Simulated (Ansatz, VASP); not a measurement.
**Ir in VASP and in Ansatz**

```xyz
1
Lattice="2.5268 0.0000 0.0000 0.0000 2.5268 0.0000 0.0000 0.0000 2.5268" Properties=species:S:1:pos:R:3 pbc="T T T"
Ir    0.0000    0.0000    0.0000
```

Alike in both runs: functional LDA; k mesh 15 × 15 × 15; occupations fermi-dirac, width 0.1 eV; no spin polarisation.

Ansatz relaxed the structure, and its values are those at the end. VASP's run is a single point on that final structure, the one shown.

|  | VASP | Ansatz |
| --- | --- | --- |
| version | VASP 6.6.1 | Ansatz 0.2.0 |
| potentials or method | VASP PAW LDA potentials, release 64 (Ir) | PAW with Ansatz's default frozen-core files, scalar-relativistic |
| plane-wave cutoff (eV) | 520 | 420 |
| valence electrons in the cell | 9 | 17 |

```tsv
	VASP	Ansatz	Ansatz less VASP
pressure (GPa)	1.5	0.0	-1.48
```

LDA's correlation is that of Perdew and Zunger in VASP and of Perdew and Wang (1992) in Ansatz. VASP's potentials hold 9 valence electrons a cell and Ansatz's 17, so a difference there can come from the potentials and not from the codes.

Neither program's run includes spin-orbit coupling.
